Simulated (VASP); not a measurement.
Write the native input for VASP 6.6.1 that does the following.

* Task: electric field gradients
* Functional: PBE
* Potentials or basis: VASP PAW PBE potentials, release 64 (Ta_pv, N)
* Cutoff: 520 eV
* k mesh: 9 × 9 × 5
* Occupations: fermi-dirac, width 0.01 eV
* Spin: no spin polarisation
* Dipole correction: no
* Further INCAR settings: ALGO = Normal; EDIFF = 1e-08; NBANDS = 24

The structure of TaN lies in POSCAR:

```
TaN
1.0
    3.0500010905      0.0000000000      0.0000000000
   -1.5250005453      2.6413784260      0.0000000000
    0.0000000000      0.0000000000      4.9400000000
Ta N
2 2
Direct
    0.3333333333      0.6666666667      0.0000000000
    0.6666666667      0.3333333333      0.5000000000
    0.3333333333      0.6666666667      0.3850000000
    0.6666666667      0.3333333333      0.8850000000
```

These files were run (other wordings do the same):

INCAR

```
  PREC = Accurate
  ENCUT = 520
  EDIFF = 1E-8
  ISMEAR = -1
  SIGMA = 0.01
  LREAL = False
  LASPH = True
  NELM = 100
  ALGO = Normal
  ISIF = 2
  LWAVE = False
  LCHARG = False
  GGA = PE
  LEFG = True
  NBANDS = 24
```

KPOINTS

```
regular mesh
0
Gamma
  9 9 5
```

Potentials or basis: VASP PAW PBE potentials, release 64 (Ta_pv, N).

The run is started by

```console
$ cat potpaw_PBE.64/Ta_pv/POTCAR potpaw_PBE.64/N/POTCAR > POTCAR
$ mpirun -np 1 vasp_std > vasp.out
```

Results of the run:

The pressure is 140.4 GPa. The largest force is 2.359 eV/Å. The band gap on the k mesh is zero (band 16 reaches 10.35 eV, above the bottom of band 17 at 8.14 eV).

Caveat: without QUAD_EFG the Cq values of the log hold for a quadrupole moment of 1 mb, not for the nuclei; spin-orbit coupling is left out, which moves the levels of the heavy elements; forces of over 1 eV/Å act on the atoms, so gaps and moduli don't describe the material at rest.

Wall time 54 s on 1 thread of AMD EPYC 7R13, with other jobs on the host, peak memory 0.15 GiB.
